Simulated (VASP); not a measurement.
Runs of VASP 6.6.1 on AlRu. The structure is that of space group P4/mmm (No. 123), or close to it. The cells are those of the table. 

```csv
cell,further INCAR settings,gap on the mesh (eV),pressure (GPa)
"a = 3.158, b = 3.158, c = 2.684 Å, 2 atoms",ALGO = Fast; EDIFF = 1e-06; NBANDS = 16,none,0.5
"a = 2.815, b = 2.815, c = 3.378 Å, 2 atoms",ALGO = Fast; EDIFF = 1e-06; NBANDS = 16,none,-0.1
"a = 3.358, b = 3.358, c = 2.374 Å, 2 atoms",ALGO = Fast; EDIFF = 1e-07; NBANDS = 16,none,17.3
"a = 2.613, b = 2.613, c = 3.920 Å, 2 atoms",ALGO = Fast; EDIFF = 1e-06; NBANDS = 16,none,(b)
"a = 3.454, b = 3.454, c = 2.245 Å, 2 atoms",ALGO = Fast; EDIFF = 1e-07; NBANDS = 16,none,29.8
"a = 2.741, b = 2.741, c = 3.563 Å, 2 atoms",ALGO = Fast; EDIFF = 1e-07; NBANDS = 16,none,2.7
"a = 2.898, b = 2.898, c = 3.188 Å, 2 atoms",ALGO = Fast; EDIFF = 1e-06; NBANDS = 16,none,(a)
"a = 2.665, b = 2.665, c = 3.769 Å, 2 atoms",ALGO = Fast; EDIFF = 1e-06; NBANDS = 16,none,5.1
```

Alike in all rows: task single point; level PBEsol; potentials or basis VASP PAW PBE potentials, release 64 (Al, Ru_pv); no spin polarisation; k mesh 18 × 18 × 18; cutoff (eV) 520; smearing gaussian 0.15 eV.

Problem. Estimate the missing entries.

Solution. (a) -2.2; (b) 7.0.

Caveats: the PAW data sets were made with another functional, which shifts forces and pressure a little.

A k mesh can miss the band edges, and the runs leave out spin-orbit coupling on Ru.

A gap of «none» marks levels without a gap at the run's occupations.
